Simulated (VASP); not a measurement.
Input of a VASP 6.6.1 run:

File INCAR:

```
SYSTEM = KSi2
  PREC = Accurate
  ENCUT = 520
  EDIFF = 1E-6
  ISMEAR = 0
  SIGMA = 0.1
  LREAL = .False.
  LASPH = .True.
  NELM = 100
  ALGO = Normal
  ISIF = 2
  LWAVE = .False.
  LCHARG = .False.
  GGA = PE
  NBANDS = 16
```

Contents of KPOINTS:

```
Automatic mesh
0
Gamma
  6 6 6
  0 0 0
```

Contents of POSCAR:

```
KSi2
1.0
    1.6660611612      0.9619008599      6.4507366353
   -1.6660611612      0.9619008599      6.4507366353
    0.0000000000     -1.9238017198      6.4507366353
K Si
1 2
Direct
    0.0000000000      0.0000000000      0.0000000000
    0.7484000000      0.7484000000      0.7484000000
    0.5849000000      0.5849000000      0.5849000000
```

Potentials or basis: VASP PAW PBE potentials, release 64 (K_sv, Si).

Run with:

```console
$ cat potpaw_PBE.64/K_sv/POTCAR potpaw_PBE.64/Si/POTCAR > POTCAR
$ mpirun -np 1 vasp_std > vasp.out
```

Problem. Predict the largest force.

Solution. 4.989 eV/Å.

Problem. What does it give for the band gap on the k mesh?

Solution. Zero (an odd number of electrons rules out a gap without spin polarisation).

Problem. Estimate the pressure.

Solution. 26.1 GPa.

Forces in eV/Å, atoms in the order of the input:
```
K    0.000  0.000 -0.206
Si   0.000  0.000  4.989
Si   0.000  0.000 -4.783
```

Caveat: the k points lie up to 0.37 Å⁻¹ apart, too coarse for converged energies and pressures of a metal; an odd number of electrons without spin polarisation forces a metal; a magnetic or distorted state may lie lower.
